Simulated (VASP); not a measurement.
# MgO (C2) in VASP: single point with PBEsol

Aim: the single point of MgO with PBEsol.

Program: VASP 6.6.1. These are calculated values, not measurements. Logs are shortened: lines on timing, memory, paths and dates and some standing lists are left out, and cuts for length are marked.

## (1) The cell of the first run

Symmetry: C2, No. 5, monoclinic system. Conventional cell: a = 5.138 Å, b = 3.138 Å, c = 2.898 Å, α = 90.00°, β = 121.04°, γ = 90.00°. Mg (site symmetry 2) has 6 O at 2.05 to 2.23 Å within 2.7 Å. Within 2.7 Å of O (site symmetry 2) lie 6 Mg at 2.05 to 2.23 Å.

## (2) Single point, PBEsol (strained and its atoms moved)

INCAR reads:

```
PREC = Accurate
ENCUT = 520
EDIFF = 1E-6
ISMEAR = 0
SIGMA = 0.02
LREAL = F
LASPH = T
NELM = 80
ALGO = Normal
ISIF = 2
LWAVE = F
LCHARG = F
GGA = PS
NBANDS = 11
```

KPOINTS reads:

```
regular mesh
0
Gamma
  10 10 10
```

POSCAR reads:

```
MgO
1.0
   -0.0430446240      2.1758032560      2.2461350970
    2.1758032560     -0.0430446240      2.2461350970
    2.0480358800      2.0480358800      0.0847227520
Mg O
1 1
Direct
   -0.0198704573      0.0198704573      0.0000000000
    0.5198704573      0.4801295427      0.5000000000
```

Potentials or basis: VASP PAW PBE potentials, release 64 (Mg, O).

Command:

```sh
cat potpaw_PBE.64/Mg/POTCAR potpaw_PBE.64/O/POTCAR > POTCAR
mpirun -np 1 vasp_std > vasp.out
```

OUTCAR:

```text
PREC = Accurate
   ENCUT = 520
   EDIFF = 1E-6
   ISMEAR = 0
   LREAL = F
   LASPH = T
   NELM = 80
   ISIF = 2
   GGA = PS

 ion  position               nearest neighbor table
   1  0.980  0.020  0.000-   2 2.05   2 2.05   2 2.21   2 2.21   2 2.23   2 2.23
   2  0.520  0.480  0.500-   1 2.05   1 2.05   1 2.21   1 2.21   1 2.23   1 2.23

  LATTYP: Found a base centered monoclinic cell.
 ALAT       =     5.1377047577
 B/A-ratio  =     0.6107639331
 C/A-ratio  =     0.5639870567
 COS(beta)  =    -0.5155925092

  Lattice vectors:

 A1 = (  -2.0910805040,   0.1277673760,   2.1614123450)
 A2 = (   0.1277673760,  -2.0910805040,   2.1614123450)
 A3 = (   2.0480358800,   2.0480358800,   0.0847227520)

Analysis of symmetry for initial positions (statically):
=====================================================================
 Subroutine PRICEL returns:
 Original cell was already a primitive cell.

 Routine SETGRP: Setting up the symmetry group for a
 base centered monoclinic supercell.

 Subroutine GETGRP returns: Found  2 space group operations
 (whereof  2 operations were pure point group operations)
 out of a pool of  4 trial point group operations.

The static configuration has the point symmetry C_2 .

Analysis of symmetry for dynamics (positions and initial velocities):
=====================================================================
 Subroutine PRICEL returns:
 Original cell was already a primitive cell.

 Routine SETGRP: Setting up the symmetry group for a
 base centered monoclinic supercell.

 Subroutine GETGRP returns: Found  2 space group operations
 (whereof  2 operations were pure point group operations)
 out of a pool of  4 trial point group operations.

The dynamic configuration has the point symmetry C_2 .

 Subroutine INISYM returns: Found  2 space group operations
 (whereof  2 operations are pure point group operations),
 and found     1 'primitive' translations

----------------------------------------------------------------------------------------

                                     Primitive cell

  volume of cell :      20.0132

  direct lattice vectors                    reciprocal lattice vectors
    -0.043044624  2.175803256  2.246135097    -0.230038744  0.220645600  0.227064105
     2.175803256 -0.043044624  2.246135097     0.220645600 -0.230038744  0.227064105
     2.048035880  2.048035880  0.084722752     0.249027207  0.249027207 -0.236457248

  length of vectors
     3.127474304  3.127474304  2.897598985     0.391357141  0.391357141  0.424194684

  position of ions in fractional coordinates (direct lattice)
     0.980129543  0.019870457  1.000000000
     0.519870457  0.480129543  0.500000000

  ion indices of the primitive-cell ions
   primitive index   ion index
                 1           1
                 2           2

----------------------------------------------------------------------------------------

 KPOINTS: regular mesh

Automatic generation of k-mesh.
 Grid dimensions read from file:
 generate k-points for:   10   10   10

 Generating k-lattice:

  Cartesian coordinates                     Fractional coordinates (reciprocal lattice)
    -0.023003874  0.022064560  0.022706410     0.100000000  0.000000000  0.000000000
     0.022064560 -0.023003874  0.022706410     0.000000000  0.100000000  0.000000000
     0.024902721  0.024902721 -0.023645725    -0.000000000 -0.000000000  0.100000000

  Length of vectors
     0.039135714  0.039135714  0.042419468

  Shift w.r.t. Gamma in fractional coordinates (k-lattice)
     0.000000000  0.000000000  0.000000000

 Subroutine IBZKPT returns following result:
 ===========================================

 Found    282 irreducible k-points:

 Following reciprocal coordinates:
            Coordinates               Weight
  0.000000  0.000000  0.000000      1.000000
  0.100000  0.000000 -0.000000      4.000000
  0.200000  0.000000 -0.000000      4.000000
  0.300000 -0.000000  0.000000      4.000000
  0.400000 -0.000000 -0.000000      4.000000
  0.500000  0.000000  0.000000      2.000000
[... 16 lines left out ...]
  0.300000  0.300000 -0.000000      2.000000
  0.400000  0.300000 -0.000000      4.000000
 [... further k-points ...]
   k-points           NKPTS =    282   k-points in BZ     NKDIM =    282   number of bands    NBANDS=     11
   number of dos      NEDOS =    301   number of ions     NIONS =      2
   total plane-waves  NPLWV =  13824
   dimension x,y,z NGX =    24 NGY =   24 NGZ =   24
   dimension x,y,z NGXF=    48 NGYF=   48 NGZF=   48
   ions per type =               1   1
   NGX,Y,Z   is equivalent  to a cutoff of  12.76, 12.76, 13.77 a.u.
   NGXF,Y,Z  is equivalent  to a cutoff of  25.52, 25.52, 27.54 a.u.
 SYSTEM =  unknown system
   PREC   = accura    normal or accurate (medium, high low for compatibility)
   ISTART =      0    job   : 0-new  1-cont  2-samecut
   ICHARG =      2    charge: 1-file 2-atom 10-const
   ISPIN  =      1    spin polarized calculation?
   LNONCOLLINEAR =      F non collinear calculations
   LSORBIT =      F    spin-orbit coupling
   LASPH  =      T    aspherical Exc in radial PAW
   ENCUT  =  520.0 eV  38.22 Ry    6.18 a.u.   5.82  5.82  5.39*2*pi/ulx,y,z
   NELM   =     80;   NELMIN=  2; NELMDL= -5     # of ELM steps
   EDIFF  = 0.1E-05   stopping-criterion for ELM
   LREAL  =      F    real-space projection
   EDIFFG = 0.1E-04   stopping-criterion for IOM
   NSW    =      0    number of steps for IOM
   IBRION =     -1    ionic relax: 0-MD 1-quasi-New 2-CG
   NFREE  =      0    steps in history (QN), initial steepest desc. (CG)
   ISIF   =      2    stress and relaxation
   ISYM   =      2    0-nonsym 1-usesym 2-fastsym
   POTIM  = 0.5000    time-step for ionic-motion
   TEBEG  =    0.0;   TEEND  =   0.0 temperature during run
   PSTRESS=    0.0 pullay stress
   NELECT =       8.0000    total number of electrons
   NUPDOWN=      -1.0000    fix difference up-down
   EMIN   =  10.00;   EMAX   =-10.00  energy-range for DOS
   EFERMI =   0.00;   METHOD = LEGACY
   ISMEAR =     0;   SIGMA  =   0.02  broadening in eV -4-tet -1-fermi 0-gaus
   EFERMI_NEDOS =   21; number of points for ismear=-14 and -15
   IALGO  =     38    algorithm
   IMIX   =      4    mixing-type and parameters
     AMIX     =   0.40;   BMIX     =  1.00
     AMIX_MAG =   1.60;   BMIX_MAG =  1.00
  volume/ion in A,a.u.               =      10.01        67.53
  Fermi-wavevector in a.u.,A,eV,Ry     =   1.205959  2.278932 19.787465  1.454338
  Thomas-Fermi vector in A             =   2.341640
   LORBIT       =      0    0 simple, 1 ext, 2 COOP (PROOUT), +10 PAW based schemes
   GGA     = PS    functional components
   LHFCALC =     F    Hartree Fock is set to
   AEXX    =    0.0000 exact exchange contribution
   IVDW    =     0    specifies the selected vdW correction
   LEPSILON=     F    determine dielectric tensor
   LRPA    =     F    only Hartree local field effects (RPA)
 non-spin polarized calculation
 Gauss-broadening in eV      SIGMA  =   0.02
  energy-cutoff  :      520.00
  volume of cell :       20.01
 maximum number of plane-waves:       551
   NGX = 11   NGY = 11   NGZ = 11

 number of electron       7.9999999 magnetization

 Free energy of the ion-electron system (eV)
  ---------------------------------------------------
  ext. energy  EPLUGINS =         0.00000000
  ---------------------------------------------------
  free energy    TOTEN  =       -12.35009242 eV

  energy without entropy =      -12.35009242  energy(sigma->0) =      -12.35009242

 E-fermi :   3.0478     XC(G=0): -10.9772

 val. band max:        2.9217298999   @ k =   0.0000   0.0000   0.0000
 cond. band min:       6.4711902229   @ k =   0.0000   0.0000   0.0000
 fundamental gap:      3.5494603230
 Fermi energy:         3.0477875171

 k-point     1 :       0.0000    0.0000    0.0000
  band No.  band energies     occupation
      1     -14.2848      2.00000
      2       2.2747      2.00000
      3       2.5286      2.00000
      4       2.9217      2.00000
      5       6.4712      0.00000
      6      16.9172      0.00000
      7      17.3588      0.00000
      8      19.6337      0.00000
      9      21.2204      0.00000
     10      22.8758      0.00000
     11      23.9961      0.00000

 k-point     2 :       0.1000    0.0000   -0.0000
  band No.  band energies     occupation
      1     -14.1965      2.00000
      2       1.7120      2.00000
      3       2.4207      2.00000
      4       2.8430      2.00000
      5       7.1102      0.00000
      6      16.0493      0.00000
      7      17.4959      0.00000
      8      19.7130      0.00000
      9      21.9449      0.00000
     10      22.7887      0.00000
     11      23.5416      0.00000

 k-point     3 :       0.2000    0.0000   -0.0000
  band No.  band energies     occupation
      1     -13.9547      2.00000
      2       0.4741      2.00000
      3       2.2761      2.00000
      4       2.7013      2.00000
      5       8.3259      0.00000
      6      14.7105      0.00000
      7      18.0131      0.00000
      8      19.9995      0.00000
      9      21.1578      0.00000
     10      22.8076      0.00000
     11      24.0119      0.00000

 k-point     4 :       0.3000   -0.0000    0.0000
  band No.  band energies     occupation
      1     -13.6311      2.00000
      2      -0.7464      2.00000
      3       2.1167      2.00000
      4       2.5443      2.00000
      5       9.3823      0.00000
      6      13.9144      0.00000
      7      18.2655      0.00000
      8      19.9338      0.00000
      9      21.2944      0.00000
     10      23.1667      0.00000
     11      23.6648      0.00000
[... 239 lines left out ...]
 k-point    22 :      -0.2000    0.2000    0.0000
  band No.  band energies     occupation
      1     -13.5352      2.00000
      2      -0.5393      2.00000
      3       1.2327      2.00000
      4       2.5057      2.00000
      5      10.2152      0.00000
      6      13.7195      0.00000
      7      17.1088      0.00000
      8      20.6988      0.00000
      9      21.4044      0.00000
     10      22.7208      0.00000
     11      26.3671      0.00000

 k-point    23 :       0.3000    0.3000   -0.0000
  band No.  band energies     occupation
      1     -13.4370      2.00000
      2      -0.4468      2.00000
      3       1.3609      2.00000
      4       2.1707      2.00000
      5      10.4242      0.00000
      6      12.9152      0.00000
      7      15.8869      0.00000
      8      19.0501      0.00000
      9      20.7130      0.00000
     10      26.4548      0.00000
     11      27.8448      0.00000

 k-point    24 :       0.4000    0.3000   -0.0000
  band No.  band energies     occupation
      1     -13.2267      2.00000
      2      -0.8749      2.00000
      3       1.0565      2.00000
      4       2.0607      2.00000
      5      11.1436      0.00000
      6      12.6101      0.00000
      7      15.1884      0.00000
      8      19.4295      0.00000
      9      20.8941      0.00000
     10      27.1245      0.00000
     11      27.5637      0.00000

 [... further k-points ...]
[... 5 lines left out ...]
  --------------------------------------------------------------------------------------
  -------------------------------------------------------------------------------------
  Total       -0.6858720     -0.6858720     -1.5777971      1.3827939     -0.5220345     -0.5220345
  in kB      -54.9081830    -54.9081830   -126.3121500    110.7009729    -41.7920045    -41.7920051
  external PRESSURE =     -78.7095053 kB  Pullay stress =       0.0000000 kB

 VOLUME and BASIS-vectors are now :
 -----------------------------------------------------------------------------
  energy-cutoff  :      520.00
  volume of cell :       20.01
      direct lattice vectors                 reciprocal lattice vectors
    -0.043044624  2.175803256  2.246135097    -0.230038744  0.220645600  0.227064105
     2.175803256 -0.043044624  2.246135097     0.220645600 -0.230038744  0.227064105
     2.048035880  2.048035880  0.084722752     0.249027207  0.249027207 -0.236457248

 POSITION                                       TOTAL-FORCE (eV/Angst)
 -----------------------------------------------------------------------------------
      0.00104      2.13171      2.24614        -0.408047      0.408047      0.000000
      2.04631      2.13449      2.28850         0.408047     -0.408047     -0.000000
 -----------------------------------------------------------------------------------
    total drift:                                0.000373     -0.000373      0.000000

  FREE ENERGIE OF THE ION-ELECTRON SYSTEM (eV)
  ---------------------------------------------------
  free  energy   TOTEN  =       -12.3500924224 eV

  energy  without entropy=      -12.3500924224  energy(sigma->0) =      -12.35009242
```

Run time: 21 s. Hardware: 1 thread of Intel Xeon Platinum 8488C (Sapphire Rapids), shared host; peak memory 0.19 GiB.

What came out:

```yaml
Free_energy: -12.3501 eV
Pressure: -7.9 GPa
Largest_force: 0.577 eV/Å
Band_gap_on_the_k_mesh: 3.55 eV, direct
```

Forces in eV/Å, atoms in the order of the input:
```
Mg  -0.408  0.408  0.000
O    0.408 -0.408  0.000
```

Levels at points of the mesh, in eV from the valence-band top:
| k point | band 1 | band 2 | band 3 | band 4 | band 5 | band 6 | band 7 | band 8 | band 9 |
| --- | --- | --- | --- | --- | --- | --- | --- | --- | --- |
| (0.00, 0.00, 0.00) | -17.21 | -0.65 | -0.39 | 0.00 | 3.55 | 14.00 | 14.44 | 16.71 | 18.30 |
| (0.50, 0.00, 0.00) | -16.15 | -4.86 | -0.97 | -0.54 | 7.14 | 10.88 | 15.08 | 16.65 | 19.77 |
| (0.50, 0.50, 0.00) | -15.88 | -4.27 | -1.97 | -1.05 | 7.79 | 9.80 | 11.58 | 17.05 | 18.60 |
| (0.00, 0.00, 0.50) | -15.87 | -4.43 | -1.26 | -1.20 | 6.53 | 12.06 | 13.88 | 14.38 | 18.65 |
| (0.50, 0.00, 0.50) | -15.78 | -4.15 | -1.89 | -1.39 | 8.12 | 9.07 | 11.89 | 16.82 | 18.05 |
| (0.50, 0.50, 0.50) | -16.04 | -4.71 | -1.08 | -0.73 | 6.92 | 11.21 | 15.06 | 15.43 | 19.25 |

Caveat: the cell differs from its parent crystal (strained and its atoms moved); the PAW data sets were made with another functional, which shifts forces and pressure a little.
